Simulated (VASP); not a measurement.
Set up this calculation in VASP 6.6.1, as the native input.

| Quantity | Value |
| --- | --- |
| Task | relaxation of cell and atoms |
| Functional | PBEsol |
| Potentials or basis | VASP PAW PBE potentials, release 64 (Pb_d) |
| Cutoff | 600 eV |
| k mesh | 16 × 16 × 16 |
| Occupations | fermi-dirac, width 0.05 eV |
| Spin | no spin polarisation |
| Dipole correction | no |
| Further INCAR settings | ALGO = Normal; EDIFF = 1e-07; IBRION = 2; EDIFFG = -0.002; NSW = 100; ISIF = 3 |

The structure of Pb lies in POSCAR:

```
Pb
1.0
    0.0000000000      2.4750200000      2.4750200000
    2.4750200000      0.0000000000      2.4750200000
    2.4750200000      2.4750200000      0.0000000000
Pb
1
Direct
    0.0000000000      0.0000000000      0.0000000000
```

The input as run:

INCAR

```
PREC     = Accurate       # precision mode
ENCUT    = 600            # plane-wave cutoff, eV
EDIFF    = 1E-7           # SCF threshold, eV
ISMEAR   = -1             # smearing method
SIGMA    = 0.05           # smearing width, eV
LREAL    = False          # projectors in reciprocal space
LASPH    = True           # aspherical terms in the spheres
NELM     = 100            # most SCF steps
ALGO     = Normal         # electronic algorithm
ISIF     = 3              # what is computed and relaxed
LWAVE    = False          # write WAVECAR
LCHARG   = False          # write CHGCAR
GGA      = PS             # functional
IBRION   = 2              # ionic algorithm
NSW      = 100            # ionic steps
EDIFFG   = -0.002         # ionic threshold
```

KPOINTS

```
Automatic mesh
0
Gamma
  16 16 16
```

Potentials or basis: VASP PAW PBE potentials, release 64 (Pb_d).

Run with:

```sh
$ cat potpaw_PBE.64/Pb_d/POTCAR > POTCAR
$ mpirun -np 1 vasp_std > vasp.out
```

It gave:

```
Relaxed volume                        : 29.97 Å³/atom
Relaxed cell                          : a = 3.487 Å, b = 3.487 Å, c = 3.487 Å, α = 60.00°, β = 60.00°, γ = 60.00°
Space group after relaxing (to 0.1 Å) : Fm-3m (No. 225)
Energy gained by relaxing             : 0.6 meV/atom
Ionic steps                           : 3
Pressure after relaxing               : 0.0 GPa
Band gap on the k mesh                : zero (bands 7 and 8 overlap by 9.23 eV)
```

Caveat: the PAW data sets were made with another functional, which shifts forces and pressure a little; spin-orbit coupling is left out, which moves the levels of the heavy elements.

Wall time 60 s on 1 thread of Intel(R) Xeon(R) 6975P-C (Granite Rapids), with other jobs on the host, peak memory 0.21 GiB.
